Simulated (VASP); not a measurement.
# ZnSb2C (P-4m2) in VASP: further runs, part 2 of 2

VASP 6.6.1. Earlier steps stand in the parts before.

## 4. Single point, r2SCAN

This run uses another cell than the first one, of 21.87 Å³/atom, 0.972 times its volume.

The input, POSCAR:

```
ZnSb2C
1.0
    3.8273790869      0.0000000000      0.0000000000
    0.0000000000      3.8273790869      0.0000000000
    0.0000000000      0.0000000000      5.9708967496
Zn Sb C
1 2 1
Direct
    0.0000000000      0.0000000000      0.0000000000
    0.0000000000      0.5000000000      0.2909733434
    0.5000000000      0.0000000000      0.7090266566
    0.5000000000      0.5000000000      0.5000000000
```

The input, INCAR.step1:

```
PREC = Accurate
ENCUT = 520
ISMEAR = -1
SIGMA = 0.02
LREAL = False
LASPH = True
NELM = 100
NBANDS = 21
GGA = PE
ALGO = Normal
EDIFF = 1E-4
LWAVE = True
LCHARG = False
```

The input, INCAR.step2:

```
PREC = Accurate
ENCUT = 520
EDIFF = 1E-6
ISMEAR = -1
SIGMA = 0.02
LREAL = False
LASPH = True
NELM = 100
ALGO = Normal
ISIF = 2
LWAVE = False
LCHARG = True
METAGGA = R2SCAN
LMIXTAU = True
LELF = True
LVHAR = True
NBANDS = 21
ISTART = 1
```

The input, KPOINTS:

```
Automatic mesh
0
Gamma
  6 6 4
```

Potentials or basis: VASP PAW PBE potentials, release 64 (Zn, Sb, C).

Launch:

```console
cat potpaw_PBE.64/Zn/POTCAR potpaw_PBE.64/Sb/POTCAR potpaw_PBE.64/C/POTCAR > POTCAR
cp INCAR.step1 INCAR
mpirun -np 1 vasp_std > vasp.out
cp INCAR.step2 INCAR
mpirun -np 1 vasp_std > vasp.out
```

OUTCAR:

```text
PREC = Accurate
   ENCUT = 520
   EDIFF = 1E-6
   ISMEAR = -1
   LREAL = False
   LASPH = True
   NELM = 100
   ISIF = 2
   METAGGA = R2SCAN
   ISTART = 1

 ion  position               nearest neighbor table
   1  0.000  0.000  0.000-   2 2.58   3 2.58   2 2.58   3 2.58
   2  0.000  0.500  0.291-   4 2.28   4 2.28   1 2.58   1 2.58   3 3.68   3 3.68   3 3.68   3 3.68

   3  0.500  0.000  0.709-   4 2.28   4 2.28   1 2.58   1 2.58   2 3.68   2 3.68   2 3.68   2 3.68

   4  0.500  0.500  0.500-   2 2.28   3 2.28   3 2.28   2 2.28

  LATTYP: Found a simple tetragonal cell.
 ALAT       =     3.8273790869
 C/A-ratio  =     1.5600484337

  Lattice vectors:

 A1 = (   3.8273790869,   0.0000000000,   0.0000000000)
 A2 = (   0.0000000000,   3.8273790869,   0.0000000000)
 A3 = (   0.0000000000,   0.0000000000,   5.9708967496)

Analysis of symmetry for initial positions (statically):
=====================================================================
 Subroutine PRICEL returns:
 Original cell was already a primitive cell.

 Routine SETGRP: Setting up the symmetry group for a
 simple tetragonal supercell.

 Subroutine GETGRP returns: Found  8 space group operations
 (whereof  8 operations were pure point group operations)
 out of a pool of 16 trial point group operations.

The static configuration has the point symmetry D_2d.

Analysis of symmetry for dynamics (positions and initial velocities):
=====================================================================
 Subroutine PRICEL returns:
 Original cell was already a primitive cell.

 Routine SETGRP: Setting up the symmetry group for a
 simple tetragonal supercell.

 Subroutine GETGRP returns: Found  8 space group operations
 (whereof  8 operations were pure point group operations)
 out of a pool of 16 trial point group operations.

The dynamic configuration has the point symmetry D_2d.

 Subroutine INISYM returns: Found  8 space group operations
 (whereof  8 operations are pure point group operations),
 and found     1 'primitive' translations

----------------------------------------------------------------------------------------

                                     Primitive cell

  volume of cell :      87.4667

  direct lattice vectors                    reciprocal lattice vectors
     3.827379087  0.000000000  0.000000000     0.261275400  0.000000000  0.000000000
     0.000000000  3.827379087  0.000000000     0.000000000  0.261275400  0.000000000
     0.000000000  0.000000000  5.970896750     0.000000000  0.000000000  0.167479031

  length of vectors
     3.827379087  3.827379087  5.970896750     0.261275400  0.261275400  0.167479031

  position of ions in fractional coordinates (direct lattice)
     0.000000000  0.000000000  0.000000000
     0.000000000  0.500000000  0.290973343
     0.500000000  0.000000000  0.709026657
     0.500000000  0.500000000  0.500000000

  ion indices of the primitive-cell ions
   primitive index   ion index
                 1           1
                 2           2
                 3           3
                 4           4

----------------------------------------------------------------------------------------

 KPOINTS: Automatic mesh

Automatic generation of k-mesh.
 Grid dimensions read from file:
 generate k-points for:    6    6    4

 Generating k-lattice:

  Cartesian coordinates                     Fractional coordinates (reciprocal lattice)
     0.043545900  0.000000000  0.000000000     0.166666667  0.000000000  0.000000000
     0.000000000  0.043545900  0.000000000     0.000000000  0.166666667  0.000000000
     0.000000000  0.000000000  0.041869758     0.000000000  0.000000000  0.250000000

  Length of vectors
     0.043545900  0.043545900  0.041869758

  Shift w.r.t. Gamma in fractional coordinates (k-lattice)
     0.000000000  0.000000000  0.000000000

 Subroutine IBZKPT returns following result:
 ===========================================

 Found     30 irreducible k-points:

 Following reciprocal coordinates:
            Coordinates               Weight
  0.000000  0.000000  0.000000      1.000000
  0.166667  0.000000  0.000000      4.000000
  0.333333  0.000000  0.000000      4.000000
  0.500000  0.000000  0.000000      2.000000
  0.166667  0.166667  0.000000      4.000000
  0.333333  0.166667  0.000000      8.000000
[... 16 lines left out ...]
  0.333333  0.000000  0.500000      4.000000
  0.500000  0.000000  0.500000      2.000000
 [... further k-points ...]
   k-points           NKPTS =     30   k-points in BZ     NKDIM =     30   number of bands    NBANDS=     21
   number of dos      NEDOS =    301   number of ions     NIONS =      4
   total plane-waves  NPLWV =  37632
   dimension x,y,z NGX =    28 NGY =   28 NGZ =   48
   dimension x,y,z NGXF=    56 NGYF=   56 NGZF=   96
   ions per type =               1   2   1
   NGX,Y,Z   is equivalent  to a cutoff of  12.16, 12.16, 13.36 a.u.
   NGXF,Y,Z  is equivalent  to a cutoff of  24.32, 24.32, 26.73 a.u.
 SYSTEM =  unknown system
   PREC   = accura    normal or accurate (medium, high low for compatibility)
   ISTART =      1    job   : 0-new  1-cont  2-samecut
   ICHARG =      0    charge: 1-file 2-atom 10-const
   ISPIN  =      1    spin polarized calculation?
   LNONCOLLINEAR =      F non collinear calculations
   LSORBIT =      F    spin-orbit coupling
   LASPH  =      T    aspherical Exc in radial PAW
   ENCUT  =  520.0 eV  38.22 Ry    6.18 a.u.   7.12  7.12 11.10*2*pi/ulx,y,z
   NELM   =    100;   NELMIN=  2; NELMDL=  0     # of ELM steps
   EDIFF  = 0.1E-05   stopping-criterion for ELM
   LREAL  =      F    real-space projection
   EDIFFG = 0.1E-04   stopping-criterion for IOM
   NSW    =      0    number of steps for IOM
   IBRION =     -1    ionic relax: 0-MD 1-quasi-New 2-CG
   NFREE  =      0    steps in history (QN), initial steepest desc. (CG)
   ISIF   =      2    stress and relaxation
   ISYM   =      2    0-nonsym 1-usesym 2-fastsym
   POTIM  = 0.5000    time-step for ionic-motion
   TEBEG  =    0.0;   TEEND  =   0.0 temperature during run
   PSTRESS=    0.0 pullay stress
   NELECT =      26.0000    total number of electrons
   NUPDOWN=      -1.0000    fix difference up-down
   EMIN   =  10.00;   EMAX   =-10.00  energy-range for DOS
   EFERMI =   0.00;   METHOD = LEGACY
   ISMEAR =    -1;   SIGMA  =   0.02  broadening in eV -4-tet -1-fermi 0-gaus
   EFERMI_NEDOS =   21; number of points for ismear=-14 and -15
   IALGO  =     38    algorithm
   IMIX   =      4    mixing-type and parameters
     AMIX     =   0.40;   BMIX     =  1.00
     AMIX_MAG =   1.60;   BMIX_MAG =  1.00
  volume/ion in A,a.u.               =      21.87       147.56
  Fermi-wavevector in a.u.,A,eV,Ry     =   1.092576  2.064670 16.241587  1.193723
  Thomas-Fermi vector in A             =   2.228845
   LORBIT       =      0    0 simple, 1 ext, 2 COOP (PROOUT), +10 PAW based schemes
   METAGGA = R2SCAN    functional components
   LHFCALC =     F    Hartree Fock is set to
   AEXX    =    0.0000 exact exchange contribution
   IVDW    =     0    specifies the selected vdW correction
   LEPSILON=     F    determine dielectric tensor
   LRPA    =     F    only Hartree local field effects (RPA)
 non-spin polarized calculation
  energy-cutoff  :      520.00
  volume of cell :       87.47
 maximum number of plane-waves:      2376
   NGX = 15   NGY = 15   NGZ = 23

 number of electron      25.9999983 magnetization

 Free energy of the ion-electron system (eV)
  ---------------------------------------------------
  ext. energy  EPLUGINS =         0.00000000
  ---------------------------------------------------
  free energy    TOTEN  =       -67.30675735 eV

  energy without entropy =      -67.30614108  energy(sigma->0) =      -67.30644922

 E-fermi :   6.2203     XC(G=0): -10.3251

 val. band max:        6.1658244148   @ k =   0.5000   0.1667   0.5000
 cond. band min:       6.2913380672   @ k =   0.0000   0.0000   0.2500
 fundamental gap:      0.1255136524
 Fermi energy:         6.2203048896

 k-point     1 :       0.0000    0.0000    0.0000
  band No.  band energies     occupation
      1      -8.7638      2.00000
      2      -4.4262      2.00000
      3      -2.8536      2.00000
      4      -2.1058      2.00000
      5      -2.1058      2.00000
      6      -2.0304      2.00000
[... 550 lines left out ...]
      5      -2.0940      2.00000
      6      -1.9986      2.00000
[... 13 lines left out ...]
     20      12.5906      0.00000
     21      13.7832      0.00000

 [... further k-points ...]

------------------------ aborting loop because EDIFF is reached ----------------------------------------

  FORCE on cell =-STRESS in cart. coord.  units (eV):
  Direction    XX          YY          ZZ          XY          YZ          ZX
  --------------------------------------------------------------------------------------
  -------------------------------------------------------------------------------------
  Total        0.1179846      0.1179846      0.1234311      0.0000000      0.0000000      0.0000000
  in kB        2.1611924      2.1611924      2.2609582      0.0000000      0.0000000      0.0000000
  external PRESSURE =       2.1944477 kB  Pullay stress =       0.0000000 kB

 VOLUME and BASIS-vectors are now :
 -----------------------------------------------------------------------------
  energy-cutoff  :      520.00
  volume of cell :       87.47
      direct lattice vectors                 reciprocal lattice vectors
     3.827379087  0.000000000  0.000000000     0.261275400  0.000000000  0.000000000
     0.000000000  3.827379087  0.000000000     0.000000000  0.261275400  0.000000000
     0.000000000  0.000000000  5.970896750     0.000000000  0.000000000  0.167479031

 POSITION                                       TOTAL-FORCE (eV/Angst)
 -----------------------------------------------------------------------------------
      0.00000      0.00000      0.00000         0.000000      0.000000      0.000000
      0.00000      1.91369      1.73737         0.000000      0.000000     -0.028894
      1.91369      0.00000      4.23352         0.000000      0.000000      0.028894
      1.91369      1.91369      2.98545         0.000000     -0.000000      0.000000
 -----------------------------------------------------------------------------------
    total drift:                               -0.000000      0.000000      0.000000

  FREE ENERGIE OF THE ION-ELECTRON SYSTEM (eV)
  ---------------------------------------------------
  free  energy   TOTEN  =       -67.3067573513 eV

  energy  without entropy=      -67.3061410820  energy(sigma->0) =      -67.30644922
```

It took 89 s on 1 thread of AMD EPYC 9R45 (Zen 5), shared host; peak memory 0.2 GiB.

Results:

- Free energy: -67.3068 eV
- Pressure: 0.2 GPa
- Largest force: 0.029 eV/Å
- Band gap on the k mesh: zero (band 13 reaches 6.77 eV, above the bottom of band 14 at 5.85 eV)

Forces in eV/Å, atoms in the order of the input:
```
Zn   0.000  0.000  0.000
Sb   0.000  0.000 -0.029
Sb   0.000  0.000  0.029
C    0.000  0.000  0.000
```

Caveat: the PAW data sets were made with another functional, which shifts forces and pressure a little; spin-orbit coupling is left out, which moves the levels of the heavy elements.

## 5. Relaxation of cell and atoms, r2SCAN

The input, POSCAR:

```
ZnSb2C
1.0
    3.8510700401      0.0000000000      0.0000000000
    0.0000000000      3.8510700401      0.0000000000
    0.0000000000      0.0000000000      6.0650551875
Zn Sb C
1 2 1
Direct
    0.0000000000      0.0000000000      0.0000000000
    0.0000000000      0.5000000000      0.2927609478
    0.5000000000      0.0000000000      0.7072390522
    0.5000000000      0.5000000000      0.5000000000
```

The input, INCAR.step1:

```
ALGO     = Normal         # electronic algorithm
EDIFF    = 1E-4           # SCF threshold, eV
ENCUT    = 600            # plane-wave cutoff, eV
GGA      = PE             # functional
ISMEAR   = -1             # smearing method
LASPH    = True           # aspherical terms in the spheres
LCHARG   = False          # write CHGCAR
LREAL    = False          # projectors in reciprocal space
LWAVE    = True           # write WAVECAR
NELM     = 100            # most SCF steps
PREC     = Accurate       # precision mode
SIGMA    = 0.02           # smearing width, eV
```

The input, INCAR.step2:

```
ALGO     = Normal         # electronic algorithm
EDIFF    = 1E-7           # SCF threshold, eV
EDIFFG   = -0.005         # ionic threshold
ENCUT    = 600            # plane-wave cutoff, eV
IBRION   = 2              # ionic algorithm
ISIF     = 3              # what is computed and relaxed
ISMEAR   = -1             # smearing method
ISTART   = 1            
LASPH    = True           # aspherical terms in the spheres
LCHARG   = False          # write CHGCAR
LMIXTAU  = True         
LREAL    = False          # projectors in reciprocal space
LWAVE    = False          # write WAVECAR
METAGGA  = R2SCAN         # meta-GGA
NELM     = 100            # most SCF steps
NSW      = 80             # ionic steps
PREC     = Accurate       # precision mode
SIGMA    = 0.02           # smearing width, eV
```

The input, KPOINTS:

```
k-points
0
Gamma
  6 6 4
```

Launch:

```console
cat potpaw_PBE.64/Zn/POTCAR potpaw_PBE.64/Sb/POTCAR potpaw_PBE.64/C/POTCAR > POTCAR
cp INCAR.step1 INCAR
mpirun -np 1 vasp_std > vasp.out
cp INCAR.step2 INCAR
mpirun -np 1 vasp_std > vasp.out
```

It took 13 min on 1 thread of AMD EPYC 9R45 (Zen 5), shared host; peak memory 0.25 GiB.

It converged, with:

```
Free energy                            : -67.3097 eV
Relaxed volume                         : 21.91 Å³/atom
Relaxed cell                           : a = 3.828 Å, b = 3.828 Å, c = 5.979 Å, α = 90.00°, β = 90.00°, γ = 90.00°
Space group after relaxing (to 0.05 Å) : P-4m2 (No. 115)
Energy gained by relaxing              : 4.1 meV/atom
Ionic steps                            : 10
Pressure after relaxing                : 0.0 GPa
Band gap on the k mesh                 : zero (band 13 reaches 6.77 eV, above the bottom of band 14 at 5.83 eV)
```

Forces on the atoms (eV/Å):
```
Zn   0.000  0.000  0.000
Sb   0.000  0.000  0.003
Sb   0.000  0.000 -0.003
C    0.000  0.000  0.000
```

Step by step:
| step | energy change (eV) | largest force (eV/Å) | pressure (GPa) | volume (Å³) |
| --- | --- | --- | --- | --- |
| 1 | 0.0000 | 0.1435 | -1.76 | 89.95 |
| 2 | -0.0136 | 0.0900 | 0.75 | 86.78 |
| 3 | -0.0150 | 0.1039 | 0.14 | 87.50 |
| 4 | -0.0150 | 0.1054 | 0.09 | 87.55 |
| 5 | -0.0160 | 0.0276 | 0.03 | 87.60 |
| 6 | -0.0161 | 0.0003 | 0.01 | 87.61 |
| 7 | -0.0161 | 0.0570 | -0.03 | 87.65 |
| 8 | -0.0162 | 0.0149 | 0.00 | 87.62 |
| 9 | -0.0162 | 0.0070 | 0.00 | 87.63 |
| 10 | -0.0163 | 0.0026 | 0.00 | 87.63 |

Final structure:
```yaml
crystal:
  lattice:
    - [3.82839, 0.00000, 0.00000]
    - [0.00000, 3.82839, 0.00000]
    - [0.00000, 0.00000, 5.97872]
  atoms:
    - { symbol: Zn, position: [0.00000, 0.00000, 0.00000] }
    - { symbol: Sb, position: [0.00000, 0.50000, 0.29069] }
    - { symbol: Sb, position: [0.50000, 0.00000, 0.70931] }
    - { symbol: C, position: [0.50000, 0.50000, 0.50000] }
```

Levels at points of the mesh, in eV from the Fermi level:
| k point | band 9 | band 10 | band 11 | band 12 | band 13 | band 14 | band 15 | band 16 | band 17 |
| --- | --- | --- | --- | --- | --- | --- | --- | --- | --- |
| (0.00, 0.00, 0.00) | -4.47 | -4.47 | -2.02 | -1.29 | 0.57 | 0.71 | 0.71 | 2.66 | 2.66 |
| (0.50, 0.00, 0.00) | -5.32 | -5.05 | -4.53 | -3.77 | 0.11 | 0.13 | 2.70 | 2.78 | 4.19 |
| (0.50, 0.50, 0.00) | -6.00 | -5.13 | -3.88 | -3.88 | -2.92 | 0.31 | 0.65 | 1.22 | 1.22 |
| (0.00, 0.00, 0.50) | -4.33 | -4.28 | -4.28 | -0.38 | -0.38 | -0.36 | 0.09 | 4.19 | 4.39 |
| (0.50, 0.00, 0.50) | -7.09 | -3.76 | -2.80 | -2.17 | -1.25 | 0.24 | 1.69 | 2.44 | 3.90 |
| (0.50, 0.50, 0.50) | -5.31 | -5.30 | -4.65 | -4.39 | -4.39 | 2.48 | 2.75 | 3.24 | 3.24 |

Caveat: the PAW data sets were made with another functional, which shifts forces and pressure a little; spin-orbit coupling is left out, which moves the levels of the heavy elements.

## 6. Overview

```tsv
task	level	cell	cutoff (eV)	gap on the mesh (eV)	pressure (GPa)	relaxed volume (Å³/atom)	largest force (eV/Å)
single point	PBE	a = 3.851, b = 3.851, c = 6.065 Å, 4 atoms	520	none	0.1	-	0.01
relaxation of cell and atoms	PBE	relaxed from a = 3.820, b = 3.820, c = 5.403 Å, 4 atoms	600	none	0.0	22.51	-
single point	r2SCAN	a = 3.827, b = 3.827, c = 5.971 Å, 4 atoms	520	none	0.2	-	0.03
relaxation of cell and atoms	r2SCAN	relaxed from a = 3.851, b = 3.851, c = 6.065 Å, 4 atoms	600	none	0.0	21.91	-
```

Alike in all rows: potentials or basis VASP PAW PBE potentials, release 64 (Zn, Sb, C); no spin polarisation; k mesh 6 × 6 × 4; smearing fermi-dirac 0.02 eV.

Caveats: spin-orbit coupling is left out, which moves the levels of the heavy elements; the PAW data sets were made with another functional, which shifts forces and pressure a little (some runs).

Absolute energies hang on the potentials; compare differences alone.
